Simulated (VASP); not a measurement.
SnO, 4 atoms in the cell. It takes space group Pm (No. 6, monoclinic). The conventional cell has a = 3.802 Å, b = 3.802 Å, c = 4.836 Å, α = 90.00°, β = 90.00°, γ = 90.00°. Within 2.7 Å of Sn (site symmetry m) lie 4 O at 2.07 to 2.30 Å. Within 2.9 Å of Sn (site symmetry m) lie 4 O at 2.16 to 2.37 Å. Within 2.7 Å of O (site symmetry m) lie 4 Sn at 2.07 to 2.30 Å and 4 O at 2.69 Å. Within 2.9 Å of O (site symmetry m) lie 4 Sn at 2.16 to 2.37 Å and 4 O at 2.69 Å.  This cell differs from its parent crystal: all Sn atoms moved +0.150 Å, as atom 1 towards its neighbour atom 3 (O) at 2.224 Å.

```yaml
Program: VASP 6.6.1
Task: single point
Functional: PBEsol
Potentials_or_basis: VASP PAW PBE potentials, release 64 (Sn_d, O)
Cutoff: 520 eV
k_mesh: 12 × 12 × 10
Occupations: gaussian, width 0.15 eV
Spin: no spin polarisation
Dipole_correction: no
Further_INCAR_settings: ALGO = Fast; EDIFF = 1e-06; NBANDS = 28
```

Potentials or basis: VASP PAW PBE potentials, release 64 (Sn_d, O).

Launch:

```sh
$ cat potpaw_PBE.64/Sn_d/POTCAR potpaw_PBE.64/O/POTCAR > POTCAR
$ mpirun -np 1 vasp_std > vasp.out
```

Hardware: 1 thread of Oxide Virtual Turin-like Processor, on a shared host.

Problem. Estimate the wall time of this run.

Solution. Run time: 17 min on 1 thread of Oxide Virtual Turin-like Processor (shared host), peak memory 0.67 GiB. Counts: scf iterations 15, k points 434.
